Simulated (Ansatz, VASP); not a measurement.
**AgRh: VASP beside Ansatz**

```
Ag Rh
1.0
     2.81414    0.00000    0.00000
    -1.40707    2.43712    0.00000
     0.00000    0.00000    4.87188
Ag Rh
1 1
Cartesian
  0.0000 0.0000 2.4359
  1.4071 0.8124 0.0000
```

Change from the starting cell: volume scaled by 1.04.

Alike in both runs: task single point; functional LDA; k mesh 11 × 11 × 6; occupations fermi-dirac, width 0.05 eV; no spin polarisation.

|  | VASP | Ansatz |
| --- | --- | --- |
| version | VASP 6.6.1 | Ansatz 0.2.0 |
| potentials or method | VASP PAW LDA potentials, release 64 (Ag, Rh_pv), cutoff 520 eV | all-electron LAPW, scalar-relativistic |

Ansatz gave:

- gap on the k mesh at the Fermi level (eV): none
- pressure (GPa): -19.8
- traceless stress, the component that is largest in VASP (GPa): 0.90

**Question.** What did VASP give for the same quantities?

**Answer.** gap on the k mesh at the Fermi level (eV): none; pressure (GPa): -19.5; traceless stress, the component that is largest in VASP (GPa): 0.88.

LDA's correlation is that of Perdew and Zunger in VASP and of Perdew and Wang (1992) in Ansatz. A gap of «none» marks a metal or a gap that the smearing closes. Ansatz ran all-electron here, and VASP with PAW potentials.
